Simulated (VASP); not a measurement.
## RbBr: single point with PBE

Crystal: RbBr.

```
Rb Br
1.0
     0.00000    3.46604    3.46604
     3.46604    0.00000    3.46604
     3.46604    3.46604    0.00000
Rb Br
1 1
Direct
  0.00000 0.00000 0.00000
  0.50000 0.50000 0.50000
```

```json
{
 "Program": "VASP 6.6.1",
 "Task": "single point",
 "Functional": "PBE",
 "Potentials or basis": "VASP PAW PBE potentials, release 64 (Rb_sv, Br)",
 "Cutoff": "520 eV",
 "k mesh": "6 × 6 × 6",
 "Occupations": "fermi-dirac, width 0.0638 eV",
 "Spin": "no spin polarisation",
 "Dipole correction": "no",
 "Further INCAR settings": "ALGO = Normal; EDIFF = 1e-06; NBANDS = 15"
}
```

| Property | Result |
| --- | --- |
| Pressure | 0.5 GPa |
| Band gap on the k mesh | 4.28 eV, direct |

Levels at points of the mesh, in eV from the valence-band top:
| k point | band 4 | band 5 | band 6 | band 7 | band 8 | band 9 | band 10 | band 11 | band 12 | band 13 |
| --- | --- | --- | --- | --- | --- | --- | --- | --- | --- | --- |
| (0.00, 0.00, 0.00) | -8.56 | -8.56 | 0.00 | 0.00 | 0.00 | 4.28 | 7.27 | 7.27 | 7.27 | 8.13 |
| (0.50, 0.00, 0.00) | -8.57 | -8.52 | -0.93 | -0.33 | -0.33 | 6.73 | 7.60 | 9.38 | 9.38 | 10.05 |
| (0.50, 0.50, 0.00) | -8.62 | -8.62 | -0.46 | -0.16 | -0.16 | 5.64 | 7.00 | 9.03 | 9.14 | 9.30 |

Run time: 14 s on 1 thread of AMD EPYC 7R13 Processor (Zen 3) (shared host), peak memory 0.18 GiB.
